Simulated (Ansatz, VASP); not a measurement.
## Sb: VASP beside Ansatz

```
CELL_PARAMETERS angstrom
-3.04524 3.04363 1.62065
3.04363 -3.04524 1.62065
3.06520 3.06520 -1.62358
ATOMIC_POSITIONS crystal
Sb 0.00014 0.99986 0.00000
Sb 0.74986 0.25014 0.50000
```

Alike in both runs: task single point; functional r2SCAN; k mesh 13 × 13 × 8; occupations fermi-dirac, width 0.1 eV; no spin polarisation.

|  | VASP | Ansatz |
| --- | --- | --- |
| version | VASP 6.6.1 | Ansatz 0.2.0 |
| potentials or method | VASP PAW PBE potentials, release 64 (Sb), cutoff 520 eV | plane waves (500 eV) with PAW, scalar-relativistic |
| valence electrons in the cell | 10 | 30 |

VASP gave:

- pressure (GPa): -2.1
- traceless stress, the component that is largest in VASP (GPa): -0.39

**Question.** Which values does Ansatz return?

**Answer.** Pressure (GPa): -2.0; traceless stress, the component that is largest in VASP (GPa): -0.38.

VASP's potentials were made for PBE, not for r2SCAN. VASP's potentials hold 10 valence electrons a cell and Ansatz's 30, so a difference there can come from the potentials and not from the codes.

Neither program's run includes spin-orbit coupling.
